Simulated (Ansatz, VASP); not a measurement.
Ta in VASP and in Ansatz

The input INCAR:

```
SYSTEM = Ta
PREC     = Accurate       ! precision mode
ENCUT    = 520            ! plane-wave cutoff, eV
EDIFF    = 1E-6           ! SCF threshold, eV
ISMEAR   = -1             ! smearing method
SIGMA    = 0.04           ! smearing width, eV
LREAL    = .False.        ! projectors in reciprocal space
LASPH    = .True.         ! aspherical terms in the spheres
NELM     = 100            ! most SCF steps
ALGO     = Normal         ! electronic algorithm
ISIF     = 2              ! what is computed and relaxed
LWAVE    = .False.        ! write WAVECAR
LCHARG   = .False.        ! write CHGCAR
GGA      = PE             ! functional
NBANDS   = 12             ! bands
```

The input KPOINTS:

```
Automatic mesh
0
Gamma
  6 6 6
  0 0 0
```

File POSCAR:

```
Ta
1.0
   -1.6512800000      1.6512800000      1.6512800000
    1.6512800000     -1.6512800000      1.6512800000
    1.6512800000      1.6512800000     -1.6512800000
Ta
1
Direct
    0.0000000000      0.0000000000      0.0000000000
```

input.yaml

```yaml
crystal:
  lattice:
    - [-1.65128, 1.65128, 1.65128]
    - [1.65128, -1.65128, 1.65128]
    - [1.65128, 1.65128, -1.65128]
  atoms:
    - { symbol: Ta, position: [0.0, 0.0, 0.0] }
kpoints:
  mp_grid: { grid: [6, 6, 6] }
scf:
  occupations: { method: fermi_dirac, width: 0.04 }
hamiltonian:
  xc: pbe
  pseudopotentials: { kind: all_electron, lapw: { basis_error: 0.002 } }
output:
  forces: true
  stress: true
  eigenvalues: true
```

Alike in both runs: task single point; functional PBE; k mesh 6 × 6 × 6; occupations fermi-dirac, width 0.04 eV; no spin polarisation.

|  | VASP | Ansatz |
| --- | --- | --- |
| version | VASP 6.6.1 | Ansatz 0.2.0 |
| potentials or method | VASP PAW PBE potentials, release 64 (Ta_pv), cutoff 520 eV | all-electron LAPW, scalar-relativistic |

```csv
,VASP,Ansatz,Ansatz less VASP
gap on the k mesh at the Fermi level (eV),none,none,-
pressure (GPa),5.6,5.4,-0.20
```

A gap of «none» marks a metal or a gap that the smearing closes. Ansatz ran all-electron here, and VASP with PAW potentials.

The k mesh is coarse, so the values compare programs but aren't converged. Spin-orbit coupling is off throughout. Noted on Ansatz's run: the k mesh is thin for a metal, which can move the energy by tens of meV per atom.
